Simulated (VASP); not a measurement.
Si3Ge:

```
CELL_PARAMETERS angstrom
1.95649 1.12958 6.38653
-1.95649 1.12958 6.38653
0.00000 -2.25916 6.38653
ATOMIC_POSITIONS crystal
Si 0.00161 0.00161 0.00161
Si 0.49843 0.49843 0.49843
Si 0.37501 0.37501 0.37501
Ge 0.87496 0.87496 0.87496
```

```yaml
Program: VASP 6.6.1
Task: relaxation of cell and atoms
Functional: r2SCAN
Potentials_or_basis: VASP PAW PBE potentials, release 64 (Si, Ge_d)
Cutoff: 600 eV
k_mesh: 8 × 8 × 8
Occupations: fermi-dirac, width 0.02 eV
Spin: no spin polarisation
```

At the start: pressure -2.0 GPa; volume 21.17 Å³/atom.

Q: Where does the relaxation end?

A: Over 6 steps the energy falls by 3.1 meV/atom and the volume is 20.70 Å³/atom (-2.2 %); space group R3m (No. 160, to 0.1 Å) before and after.

The path:
```tsv
step	energy change (eV)	largest force (eV/Å)	pressure (GPa)	volume (Å³)
1	0.0000	0.0618	-1.97	84.69
2	-0.0068	0.0244	1.43	81.54
3	-0.0122	0.0396	0.02	82.77
4	-0.0122	0.0400	-0.08	82.81
5	-0.0122	0.0135	-0.03	82.81
6	-0.0123	0.0044	-0.02	82.80
```

Final structure:
```yaml
crystal:
  lattice:
    - [1.94197, 1.12119, 6.33844]
    - [-1.94197, 1.12119, 6.33844]
    - [0.00000, -2.24239, 6.33844]
  atoms:
    - { symbol: Si, position: [0.00139, 0.00139, 0.00139] }
    - { symbol: Si, position: [0.49865, 0.49865, 0.49865] }
    - { symbol: Si, position: [0.37499, 0.37499, 0.37499] }
    - { symbol: Ge, position: [0.87496, 0.87496, 0.87496] }
```

Caveat: the PAW data sets were made with another functional, which shifts forces and pressure a little.
